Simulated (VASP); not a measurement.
# BN (F-43m) in VASP: vibrations by perturbation theory with LDA

Aim: the vibrations by perturbation theory of BN with LDA.

All numbers are computed with VASP 6.6.1; they aren't measurements. Logs are shortened: lines on timing, memory, paths and dates and some standing lists are left out, and cuts for length are marked.

### 1 The cell of the first run

It takes space group F-43m (No. 216, cubic). The conventional cell has a = 3.480 Å, b = 3.480 Å, c = 3.480 Å, α = 90.00°, β = 90.00°, γ = 90.00°. Within 2.0 Å of B (site symmetry -43m) lie 4 N at 1.51 Å. Within 2.0 Å of N (site symmetry -43m) lie 4 B at 1.51 Å.

### 2 Vibrations by perturbation theory, LDA

Contents of INCAR:

```
SYSTEM = BN
  ALGO = Normal
  EDIFF = 1E-8
  ENCUT = 520
  GGA = CA
  IBRION = 8
  ISIF = 2
  ISMEAR = 0
  LASPH = .True.
  LCHARG = .False.
  LEPSILON = .True.
  LREAL = .False.
  LWAVE = .False.
  NELM = 100
  NSW = 1
  PREC = Accurate
  SIGMA = 0.01
```

Contents of KPOINTS:

```
k-points
0
Gamma
  14 14 14
  0 0 0
```

Contents of POSCAR:

```
BN
1.0
    2.4495944860      0.0024275063     -0.2355854474
   -1.2155764122      2.1267082187      0.2355964350
   -1.0357024707     -0.8219095605      2.0755251403
B N
1 1
Direct
    1.0740745000      1.0329420000      0.1184025000
    0.5740745000      0.2829420000      0.8684025000
```

Potentials or basis: VASP PAW LDA potentials, release 64 (B, N).

Launch:

```
cat potpaw_LDA.64/B/POTCAR potpaw_LDA.64/N/POTCAR > POTCAR
mpirun -np 1 vasp_std > vasp.out
```

OUTCAR:

```text
SYSTEM = BN
   EDIFF = 1E-8
   ENCUT = 520
   GGA = CA
   IBRION = 8
   ISIF = 2
   ISMEAR = 0
   LASPH = .True.
   LEPSILON = .True.
   LREAL = .False.
   NELM = 100
   NSW = 1
   PREC = Accurate

 ion  position               nearest neighbor table
   1  0.074  0.033  0.118-   2 1.51   2 1.51   2 1.51   2 1.51
   2  0.574  0.283  0.868-   1 1.51   1 1.51   1 1.51   1 1.51

  LATTYP: Found a face centered cubic cell.
 ALAT       =     3.4802354925

  Lattice vectors:

 A1 = (  -2.4495944860,  -0.0024275063,   0.2355854474)
 A2 = (  -1.2340180738,  -2.1291357250,  -0.0000109876)
 A3 = (  -1.0357024707,  -0.8219095605,   2.0755251403)

Analysis of symmetry for initial positions (statically):
=====================================================================
 Subroutine PRICEL returns:
 Original cell was already a primitive cell.

 Routine SETGRP: Setting up the symmetry group for a
 face centered cubic supercell.

 Subroutine GETGRP returns: Found 24 space group operations
 (whereof  1 operations were pure point group operations)
 out of a pool of 48 trial point group operations.

The static configuration has the point symmetry C_1 .
 The point group associated with its full space group is T_d .

Analysis of symmetry for dynamics (positions and initial velocities):
=====================================================================
 Subroutine PRICEL returns:
 Original cell was already a primitive cell.

 Routine SETGRP: Setting up the symmetry group for a
 face centered cubic supercell.

 Subroutine GETGRP returns: Found 24 space group operations
 (whereof  1 operations were pure point group operations)
 out of a pool of 48 trial point group operations.

The dynamic configuration has the point symmetry C_1 .
 The point group associated with its full space group is T_d .

 Subroutine INISYM returns: Found 24 space group operations
 (whereof  1 operations are pure point group operations),
 and found     1 'primitive' translations

----------------------------------------------------------------------------------------

                                     Primitive cell

  volume of cell :      10.5382

  direct lattice vectors                    reciprocal lattice vectors
     2.449594486  0.002427506 -0.235585447     0.437236054  0.216256513  0.303821787
    -1.215576412  2.126708219  0.235596435     0.017896018  0.459300872  0.190813746
    -1.035702471 -0.821909560  2.075525140     0.047597695 -0.027589529  0.494631905

  length of vectors
     2.460898117  2.460898117  2.460898117     0.574673755  0.497682071  0.497682071

  position of ions in fractional coordinates (direct lattice)
     0.074074500  0.032942000  0.118402500
     0.574074500  0.282942000  0.868402500

  ion indices of the primitive-cell ions
   primitive index   ion index
                 1           1
                 2           2

----------------------------------------------------------------------------------------

 KPOINTS: k-points

Automatic generation of k-mesh.
[... 417 lines left out ...]

 Free energy of the ion-electron system (eV)
  ---------------------------------------------------
  ---------------------------------------------------
  free energy    TOTEN  =        -0.10752354 eV

  energy without entropy =       -0.10752354

------------------------ aborting loop because EDIFF is reached ----------------------------------------

--------------------------------------- Ionic step        2  -------------------------------------------

------------------------ aborting loop because EDIFF is reached ----------------------------------------

--------------------------------------- Ionic step        3  -------------------------------------------

------------------------ aborting loop because EDIFF is reached ----------------------------------------

 PIEZOELECTRIC TENSOR FIELD DIRECTION 3  (e Angst)
 -----------------------------------------------------------------------------
     0.34080  0.06344 -0.14135           (  0.00453  0.00112 -0.00194)
     0.06344  0.41349  0.08193           (  0.00112  0.00581  0.00112)
    -0.14135  0.08193 -0.75424           ( -0.00194  0.00112 -0.01033)

 PIEZOELECTRIC TENSOR FIELD DIRECTION 3  (C/m^2)
 -----------------------------------------------------------------------------
     0.51813  0.09645 -0.21490
     0.09645  0.62864  0.12456
    -0.21490  0.12456 -1.14672

--------------------------------------- Ionic step        4  -------------------------------------------

------------------------ aborting loop because EDIFF is reached ----------------------------------------

[... ionic steps 5 to 6 ...]

--------------------------------------- Ionic step        7  -------------------------------------------

 Free energy of the ion-electron system (eV)
  ---------------------------------------------------
  ---------------------------------------------------
  free energy    TOTEN  =        -0.22889587 eV

  energy without entropy =       -0.22889587

------------------------ aborting loop because EDIFF is reached ----------------------------------------

 INTERNAL STRAIN TENSOR  FOR ION    2  DIRECTION 1   (eV/Angst):
 -----------------------------------------------------------------------------
     1.15661 -6.39259  3.84732
    -6.39330  0.43328  0.71398
     3.84801  0.70527 -1.59647

 MACROSCOPIC STATIC DIELECTRIC TENSOR (including local field effects in DFT)
 ------------------------------------------------------
           4.497578     0.000000     0.000000
           0.000000     4.497578     0.000000
           0.000000     0.000000     4.497578
 ------------------------------------------------------

 PIEZOELECTRIC TENSOR (including local field effects)  for field in x, y, z        (e  Angst)
          XX          YY          ZZ          XY          YZ          ZX
  --------------------------------------------------------------------------------
  x     0.10336     0.03812    -0.14149    -0.56773     0.06302     0.34101
  y    -0.56773     0.48572     0.08201     0.03812     0.41321     0.06302
  z     0.34101     0.41321    -0.75422     0.06302     0.08201    -0.14149

 PIEZOELECTRIC TENSOR (including local field effects)  for field in x, y, z        (C/m^2)
          XX          YY          ZZ          XY          YZ          ZX
  --------------------------------------------------------------------------------
  x     0.15715     0.05796    -0.21511    -0.86315     0.09581     0.51845
  y    -0.86315     0.73847     0.12469     0.05796     0.62823     0.09581
  z     0.51845     0.62823    -1.14668     0.09581     0.12469    -0.21511

 BORN EFFECTIVE CHARGES (including local field effects) (in |e|, cummulative output)
 ---------------------------------------------------------------------------------
 ion    1
    1     1.83167     0.00000     0.00000
    2     0.00000     1.83167     0.00000
    3     0.00000     0.00000     1.83167
 ion    2
    1    -1.83167    -0.00000    -0.00000
    2    -0.00000    -1.83167    -0.00000
    3    -0.00000    -0.00000    -1.83167

 INTERNAL STRAIN TENSOR FOR ION    2 for displacements in x,y,z  (eV/Angst):
          X           Y           Z          XY          YZ          ZX
  --------------------------------------------------------------------------------
  x     1.16414     0.42934    -1.59348    -6.39410     0.70972     3.84060
  y    -6.39410     5.47044     0.92366     0.42934     4.65382     0.70972
  z     3.84060     4.65382    -8.49442     0.70972     0.92366    -1.59348

 SECOND DERIVATIVES (NOT SYMMETRIZED)
 ------------------------------------
               1X          1Y          1Z          2X          2Y          2Z
  1X   -31.533956   -0.000000   -0.000000   31.533956    0.000000    0.000000
  1Y    -0.000000  -31.533956   -0.000000    0.000000   31.533956    0.000000
  1Z    -0.000000   -0.000000  -31.533956    0.000000    0.000000   31.533956
  2X    31.537078    0.000000    0.000000  -31.537078   -0.000000   -0.000000
  2Y     0.000000   31.537078    0.000000   -0.000000  -31.537078   -0.000000
  2Z     0.000000    0.000000   31.537078   -0.000000   -0.000000  -31.537078

 Eigenvectors and eigenvalues of the dynamical matrix
 ----------------------------------------------------

   1 f  =   35.544118 THz   223.330282 2PiTHz 1185.624169 cm-1   146.998596 meV
             X         Y         Z           dx          dy          dz
      0.018779 -0.027078  0.236058    -0.443918   -0.547820   -0.259015
      0.162905 -0.110620  1.733808     0.390102    0.481408    0.227614
[... 21 lines left out ...]
   6 f/i=    0.000872 THz     0.005480 2PiTHz    0.029092 cm-1     0.003607 meV
             X         Y         Z           dx          dy          dz
      0.018779 -0.027078  0.236058     0.659744   -0.021876   -0.000345
      0.162905 -0.110620  1.733808     0.750759   -0.024894   -0.000393

--------------------------------------------------------------------------------------------------------

 MACROSCOPIC STATIC DIELECTRIC TENSOR IONIC CONTRIBUTION
 ------------------------------------------------------
           1.826816     0.000000     0.000000
           0.000000     1.826816     0.000000
           0.000000     0.000000     1.826816
 ------------------------------------------------------

 ELASTIC MODULI CONTR FROM IONIC RELAXATION (kBar)
 Direction    XX          YY          ZZ          XY          YZ          ZX
 --------------------------------------------------------------------------------
 XX        -268.3729     78.1963    190.1767     35.1449    119.5337     29.1351
 YY          78.1963   -243.7828    165.5865    -13.6863   -141.5645      8.8738
 ZZ         190.1767    165.5865   -355.7632    -21.4586     22.0308    -38.0089
 XY          35.1449    -13.6863    -21.4586   -195.7704      8.8738    119.5337
 YZ         119.5337   -141.5645     22.0308      8.8738   -108.3802    -21.4586
 ZX          29.1351      8.8738    -38.0089    119.5337    -21.4586    -83.7900
 --------------------------------------------------------------------------------

 PIEZOELECTRIC TENSOR IONIC CONTR  for field in x, y, z        (C/m^2)
          XX          YY          ZZ          XY          YZ          ZX
  --------------------------------------------------------------------------------
  x    -0.10160    -0.03747     0.13907     0.55805    -0.06194    -0.33519
  y     0.55805    -0.47743    -0.08061    -0.03747    -0.40616    -0.06194
  z    -0.33519    -0.40616     0.74135    -0.06194    -0.08061     0.13907
```

Run time: 15 min. Hardware: 1 thread of AMD EPYC 7R13, shared host; peak memory 0.33 GiB.

What came out:

| Property | Result |
| --- | --- |
| Electronic dielectric tensor (diagonal) | 4.50 |
| Born charges (mean of the diagonal) | B +1.83; N -1.83 e |
| Highest phonon frequency at Γ, LO-TO splitting left out | 1186 cm⁻¹ |

Phonon frequencies in cm⁻¹ (negative: imaginary):
| q point | frequencies |
| --- | --- |
| (0.000, 0.000, 0.000) | 0 0 0 1186 1186 1186 |

Electronic dielectric tensor:
```
4.50 0.00 0.00
0.00 4.50 0.00
0.00 0.00 4.50
```

Born effective charge tensors (e):
atom 1, B
```
1.83 0.00 0.00
0.00 1.83 0.00
0.00 0.00 1.83
```
atom 2, N
```
-1.83  0.00  0.00
 0.00 -1.83  0.00
 0.00  0.00 -1.83
```

Caveat: the cell stands under pressure or tension, which shifts response properties.
